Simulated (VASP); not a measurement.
**In2O3: single point with PBEsol**

In2O3:

```
In O
1.0
     2.75622    1.59130    4.84570
    -2.75622    1.59130    4.84570
     0.00000   -3.18261    4.84570
In O
4 6
Direct
  0.64255 0.64255 0.64255
  0.85745 0.85745 0.85745
  0.35745 0.35745 0.35745
  0.14255 0.14255 0.14255
  0.04586 0.75000 0.45414
  0.75000 0.45414 0.04586
  0.45414 0.04586 0.75000
  0.95414 0.25000 0.54586
  0.54586 0.95414 0.25000
  0.25000 0.54586 0.95414
```

```yaml
Program: VASP 6.6.1
Task: single point
Functional: PBEsol
Potentials_or_basis: VASP PAW PBE potentials, release 64 (In_d, O)
Cutoff: 520 eV
k_mesh: 6 × 6 × 6
Occupations: gaussian, width 0.02 eV
Spin: no spin polarisation
```

```
Pressure               : 0.5 GPa
Largest force          : 0.005 eV/Å
Band gap on the k mesh : 1.11 eV (least direct gap 1.16 eV)
```

Forces in eV/Å, atoms in the order of the input:
```
In   0.000  0.000  0.002
In   0.000  0.000 -0.002
In   0.000  0.000 -0.002
In   0.000  0.000  0.002
O   -0.002 -0.004  0.000
O   -0.002  0.004  0.000
O    0.005  0.000  0.000
O    0.002  0.004  0.000
O   -0.005  0.000  0.000
O    0.002 -0.004  0.000
```

Stress tensor (GPa, compression positive):
```
0.54 0.00 0.00
0.00 0.54 0.00
0.00 0.00 0.39
```

Levels at points of the mesh, in eV from the valence-band top:
| k point | band 40 | band 41 | band 42 | band 43 | band 44 | band 45 | band 46 | band 47 | band 48 | band 49 |
| --- | --- | --- | --- | --- | --- | --- | --- | --- | --- | --- |
| (0.00, 0.00, 0.00) | -0.38 | -0.26 | -0.26 | -0.05 | -0.05 | 1.11 | 5.35 | 6.10 | 7.11 | 9.04 |
| (0.50, 0.00, 0.00) | -0.92 | -0.74 | -0.74 | -0.06 | -0.06 | 4.82 | 4.82 | 5.73 | 5.73 | 8.24 |
| (0.50, 0.50, 0.00) | -0.86 | -0.56 | -0.34 | -0.09 | -0.04 | 5.04 | 5.37 | 6.32 | 6.36 | 7.16 |
| (0.50, 0.50, 0.50) | -1.11 | -0.19 | -0.19 | -0.19 | -0.19 | 4.26 | 4.26 | 7.02 | 7.02 | 8.11 |

It took 10 min on 1 thread of AMD EPYC 7R43 64-Core Processor (Zen 3) (shared host), peak memory 0.35 GiB.

Caveat: the PAW data sets were made with another functional, which shifts forces and pressure a little; spin-orbit coupling is left out, which moves the levels of the heavy elements. A k mesh can miss the band edges.
